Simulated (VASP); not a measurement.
TlCuI3: single point with PBE

Crystal: TlCuI3.

```
Tl Cu I
1.0
     5.54638    0.00000    0.00000
     0.00000    5.54638    0.00000
     0.00000    0.00000    5.54638
Tl Cu I
1 1 3
Direct
  0.50000 0.50000 0.50000
  0.00000 0.00000 0.00000
  0.50000 0.00000 0.00000
  0.00000 0.50000 0.00000
  0.00000 0.00000 0.50000
```

| Item | Value |
| --- | --- |
| Program | VASP 6.6.1 |
| Task | single point |
| Functional | PBE |
| Potentials or basis | VASP PAW PBE potentials, release 64 (Tl_d, Cu, I) |
| Cutoff | 520 eV |
| k mesh | 4 × 4 × 4 |
| Occupations | gaussian, width 0.1 eV |
| Spin | no spin polarisation |
| Dipole correction | no |
| Further INCAR settings | ALGO = Normal; EDIFF = 1e-07; NBANDS = 30 |

```yaml
Pressure: 0.2 GPa
```

Levels at points of the mesh, in eV from the Fermi level:
| k point | band 21 | band 22 | band 23 | band 24 | band 25 | band 26 |
| --- | --- | --- | --- | --- | --- | --- |
| (0.00, 0.00, 0.00) | -0.68 | -0.68 | -0.68 | 0.88 | 4.59 | 4.59 |
| (0.50, 0.00, 0.00) | -1.12 | -0.70 | -0.70 | 2.29 | 3.72 | 3.72 |
| (0.50, 0.50, 0.00) | -1.04 | 0.00 | 0.78 | 2.73 | 3.78 | 3.78 |
| (0.50, 0.50, 0.50) | 0.00 | 0.81 | 0.81 | 4.72 | 4.72 | 4.72 |

It took 34 s on 1 thread of Intel(R) Xeon(R) 6975P-C (Granite Rapids) (shared host), peak memory 0.28 GiB.

Caveat: spin-orbit coupling is left out, which moves the levels of the heavy elements; an odd number of electrons without spin polarisation forces a metal; a magnetic or distorted state may lie lower; semilocal functionals often make such compounds metallic where correlation or magnetic order opens a gap, which also shifts bond lengths.
